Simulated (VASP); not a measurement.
# Cu4BrCl3 (P4/mmm) in VASP: further runs, part 2 of 2

VASP 6.6.1.

### 3 Single point, PBE

Contents of INCAR:

```
SYSTEM = Cu4BrCl3
PREC = Accurate ; ENCUT = 520
EDIFF = 1E-6 ; ISMEAR = 0
SIGMA = 0.01 ; LREAL = .False.
LASPH = .True. ; NELM = 60
ALGO = Normal ; ISIF = 2
LWAVE = .False. ; LCHARG = .True.
GGA = PE ; LELF = .True.
LVHAR = .True. ; NBANDS = 46
```

Contents of KPOINTS:

```
regular mesh
0
Gamma
  6 6 2
  0 0 0
```

Contents of POSCAR:

```
Cu4BrCl3
1.0
    3.6784520000      0.0000000000      0.0000000000
    0.0000000000      3.6784520000      0.0000000000
    0.0000000000      0.0000000000     10.3272830000
Cu Br Cl
4 1 3
Direct
    0.0000000000      0.0000000000      0.7473220000
    0.5000000000      0.5000000000      0.5000000000
    0.0000000000      0.0000000000      0.2526780000
    0.5000000000      0.5000000000      0.0000000000
    0.0000000000      0.0000000000      0.0000000000
    0.5000000000      0.5000000000      0.7464270000
    0.0000000000      0.0000000000      0.5000000000
    0.5000000000      0.5000000000      0.2535730000
```

Potentials or basis: VASP PAW PBE potentials, release 64 (Cu, Br, Cl).

Started as:

```console
$ cat potpaw_PBE.64/Cu/POTCAR potpaw_PBE.64/Br/POTCAR potpaw_PBE.64/Cl/POTCAR > POTCAR
$ mpirun -np 1 vasp_std > vasp.out
```

OUTCAR:

```text
SYSTEM = Cu4BrCl3
   PREC = Accurate
   ENCUT = 520
   EDIFF = 1E-6
   ISMEAR = 0
   LREAL = .False.
   LASPH = .True.
   NELM = 60
   ISIF = 2
   GGA = PE

 ion  position               nearest neighbor table
   1  0.000  0.000  0.747-   7 2.55   6 2.60   6 2.60   6 2.60   6 2.60   5 2.61
   2  0.500  0.500  0.500-   6 2.54   8 2.54   7 2.60   7 2.60   7 2.60   7 2.60
   3  0.000  0.000  0.253-   7 2.55   8 2.60   8 2.60   8 2.60   8 2.60   5 2.61
   4  0.500  0.500  0.000-   5 2.60   5 2.60   5 2.60   5 2.60   8 2.62   6 2.62
   5  0.000  0.000  0.000-   4 2.60   4 2.60   4 2.60   4 2.60   1 2.61   3 2.61
   6  0.500  0.500  0.746-   2 2.54   1 2.60   1 2.60   1 2.60   1 2.60   4 2.62
   7  0.000  0.000  0.500-   1 2.55   3 2.55   2 2.60   2 2.60   2 2.60   2 2.60
   8  0.500  0.500  0.254-   2 2.54   3 2.60   3 2.60   3 2.60   3 2.60   4 2.62

  LATTYP: Found a simple tetragonal cell.
 ALAT       =     3.6784520000
 C/A-ratio  =     2.8075078865

  Lattice vectors:

 A1 = (   3.6784520000,   0.0000000000,   0.0000000000)
 A2 = (   0.0000000000,   3.6784520000,   0.0000000000)
 A3 = (   0.0000000000,   0.0000000000,  10.3272830000)

Analysis of symmetry for initial positions (statically):
=====================================================================
 Subroutine PRICEL returns:
 Original cell was already a primitive cell.

 Routine SETGRP: Setting up the symmetry group for a
 simple tetragonal supercell.

 Subroutine GETGRP returns: Found 16 space group operations
 (whereof 16 operations were pure point group operations)
 out of a pool of 16 trial point group operations.

The static configuration has the point symmetry D_4h.

Analysis of symmetry for dynamics (positions and initial velocities):
=====================================================================
 Subroutine PRICEL returns:
 Original cell was already a primitive cell.

 Routine SETGRP: Setting up the symmetry group for a
 simple tetragonal supercell.

 Subroutine GETGRP returns: Found 16 space group operations
 (whereof 16 operations were pure point group operations)
 out of a pool of 16 trial point group operations.

The dynamic configuration has the point symmetry D_4h.

 Subroutine INISYM returns: Found 16 space group operations
 (whereof 16 operations are pure point group operations),
 and found     1 'primitive' translations

----------------------------------------------------------------------------------------

                                     Primitive cell

  volume of cell :     139.7386

  direct lattice vectors                    reciprocal lattice vectors
     3.678452000  0.000000000  0.000000000     0.271853486  0.000000000  0.000000000
     0.000000000  3.678452000  0.000000000     0.000000000  0.271853486  0.000000000
     0.000000000  0.000000000 10.327283000     0.000000000  0.000000000  0.096830890

  length of vectors
     3.678452000  3.678452000 10.327283000     0.271853486  0.271853486  0.096830890

  position of ions in fractional coordinates (direct lattice)
     0.000000000  0.000000000  0.747322000
     0.500000000  0.500000000  0.500000000
     0.000000000  0.000000000  0.252678000
     0.500000000  0.500000000  0.000000000
     0.000000000  0.000000000  0.000000000
[... 47 lines left out ...]
  0.166667  0.166667  0.000000      4.000000
  0.333333  0.166667  0.000000      8.000000
[... 12 lines left out ...]
  0.500000  0.333333  0.500000      4.000000
  0.500000  0.500000  0.500000      1.000000
   k-points           NKPTS =     20   k-points in BZ     NKDIM =     20   number of bands    NBANDS=     46
   number of dos      NEDOS =    301   number of ions     NIONS =      8
   total plane-waves  NPLWV =  62720
   dimension x,y,z NGX =    28 NGY =   28 NGZ =   80
   dimension x,y,z NGXF=    56 NGYF=   56 NGZF=  160
   ions per type =               4   1   3
   NGX,Y,Z   is equivalent  to a cutoff of  12.65, 12.65, 12.88 a.u.
   NGXF,Y,Z  is equivalent  to a cutoff of  25.31, 25.31, 25.76 a.u.
 SYSTEM =  Cu4BrCl3
   PREC   = accura    normal or accurate (medium, high low for compatibility)
   ISTART =      0    job   : 0-new  1-cont  2-samecut
   ICHARG =      2    charge: 1-file 2-atom 10-const
   ISPIN  =      1    spin polarized calculation?
   LNONCOLLINEAR =      F non collinear calculations
   LSORBIT =      F    spin-orbit coupling
   LASPH  =      T    aspherical Exc in radial PAW
   ENCUT  =  520.0 eV  38.22 Ry    6.18 a.u.   6.84  6.84 19.20*2*pi/ulx,y,z
   NELM   =     60;   NELMIN=  2; NELMDL= -5     # of ELM steps
   EDIFF  = 0.1E-05   stopping-criterion for ELM
   LREAL  =      F    real-space projection
   EDIFFG = 0.1E-04   stopping-criterion for IOM
   NSW    =      0    number of steps for IOM
   IBRION =     -1    ionic relax: 0-MD 1-quasi-New 2-CG
   NFREE  =      0    steps in history (QN), initial steepest desc. (CG)
   ISIF   =      2    stress and relaxation
   ISYM   =      2    0-nonsym 1-usesym 2-fastsym
   POTIM  = 0.5000    time-step for ionic-motion
   TEBEG  =    0.0;   TEEND  =   0.0 temperature during run
   PSTRESS=    0.0 pullay stress
   NELECT =      72.0000    total number of electrons
   NUPDOWN=      -1.0000    fix difference up-down
   EMIN   =  10.00;   EMAX   =-10.00  energy-range for DOS
   EFERMI =   0.00;   METHOD = LEGACY
   ISMEAR =     0;   SIGMA  =   0.01  broadening in eV -4-tet -1-fermi 0-gaus
   EFERMI_NEDOS =   21; number of points for ismear=-14 and -15
   IALGO  =     38    algorithm
   IMIX   =      4    mixing-type and parameters
     AMIX     =   0.40;   BMIX     =  1.00
     AMIX_MAG =   1.60;   BMIX_MAG =  1.00
  volume/ion in A,a.u.               =      17.47       117.88
  Fermi-wavevector in a.u.,A,eV,Ry     =   1.312442  2.480156 23.436103  1.722505
  Thomas-Fermi vector in A             =   2.442834
   LORBIT       =      0    0 simple, 1 ext, 2 COOP (PROOUT), +10 PAW based schemes
   GGA     = PE    functional components
   LHFCALC =     F    Hartree Fock is set to
   AEXX    =    0.0000 exact exchange contribution
   IVDW    =     0    specifies the selected vdW correction
   LEPSILON=     F    determine dielectric tensor
   LRPA    =     F    only Hartree local field effects (RPA)
 non-spin polarized calculation
 Gauss-broadening in eV      SIGMA  =   0.01
  energy-cutoff  :      520.00
  volume of cell :      139.74
 maximum number of plane-waves:      3788
 NGX is ok and might be reduce to    28
   NGX = 13   NGY = 13   NGZ = 39

 number of electron      72.0000065 magnetization

 Free energy of the ion-electron system (eV)
  ---------------------------------------------------
  ext. energy  EPLUGINS =         0.00000000
  ---------------------------------------------------
  free energy    TOTEN  =       -23.43837067 eV

  energy without entropy =      -23.43837067  energy(sigma->0) =      -23.43837067

 E-fermi :   5.4410     XC(G=0): -10.4255

 val. band max:        5.3697694945   @ k =   0.5000   0.0000   0.0000
 cond. band min:       5.5351289844   @ k =   0.0000   0.0000   0.0000
 fundamental gap:      0.1653594899
 Fermi energy:         5.4410263002

 k-point     1 :       0.0000    0.0000    0.0000
  band No.  band energies     occupation
      1     -11.7831      2.00000
      2     -11.3450      2.00000
      3     -11.2762      2.00000
      4     -10.8354      2.00000
      5      -1.1319      2.00000
      6      -0.4711      2.00000
[... 969 lines left out ...]
     45      13.5202      0.00000
     46      13.5207      0.00000

------------------------ aborting loop because EDIFF is reached ----------------------------------------

  FORCE on cell =-STRESS in cart. coord.  units (eV):
  Direction    XX          YY          ZZ          XY          YZ          ZX
  --------------------------------------------------------------------------------------
  -------------------------------------------------------------------------------------
  Total        0.9305029      0.9305029      0.5945614      0.0000000      0.0000000      0.0000000
  in kB       10.6687131     10.6687131      6.8169646      0.0000000      0.0000000      0.0000000
  external PRESSURE =       9.3847970 kB  Pullay stress =       0.0000000 kB

 VOLUME and BASIS-vectors are now :
 -----------------------------------------------------------------------------
  energy-cutoff  :      520.00
  volume of cell :      139.74
      direct lattice vectors                 reciprocal lattice vectors
     3.678452000  0.000000000  0.000000000     0.271853486  0.000000000  0.000000000
     0.000000000  3.678452000  0.000000000     0.000000000  0.271853486  0.000000000
     0.000000000  0.000000000 10.327283000     0.000000000  0.000000000  0.096830890

 POSITION                                       TOTAL-FORCE (eV/Angst)
 -----------------------------------------------------------------------------------
      0.00000      0.00000      7.71781         0.000000      0.000000     -0.122071
      1.83923      1.83923      5.16364         0.000000      0.000000      0.000000
      0.00000      0.00000      2.60948         0.000000      0.000000      0.122071
      1.83923      1.83923      0.00000         0.000000      0.000000      0.000000
      0.00000      0.00000      0.00000         0.000000      0.000000      0.000000
      1.83923      1.83923      7.70856        -0.000000     -0.000000     -0.145358
      0.00000      0.00000      5.16364         0.000000      0.000000      0.000000
      1.83923      1.83923      2.61872         0.000000      0.000000      0.145358
 -----------------------------------------------------------------------------------
    total drift:                                0.000000      0.000000     -0.000000

  FREE ENERGIE OF THE ION-ELECTRON SYSTEM (eV)
  ---------------------------------------------------
  free  energy   TOTEN  =       -23.4383706714 eV

  energy  without entropy=      -23.4383706714  energy(sigma->0) =      -23.43837067
```

Wall time 2.8 min (1 thread of Oxide Virtual Turin-like, shared host); peak memory 0.26 GiB.

Results:

* Free energy: -23.4384 eV
* Pressure: 0.9 GPa
* Largest force: 0.145 eV/Å
* Band gap on the k mesh: 0.17 eV (least direct gap 1.20 eV)

Forces on the atoms (eV/Å):
```
Cu   0.000  0.000 -0.122
Cu   0.000  0.000  0.000
Cu   0.000  0.000  0.122
Cu   0.000  0.000  0.000
Br   0.000  0.000  0.000
Cl   0.000  0.000 -0.145
Cl   0.000  0.000  0.000
Cl   0.000  0.000  0.145
```

Caveat: semilocal functionals underestimate gaps, and a narrow one can read as zero. A k mesh can miss the band edges.
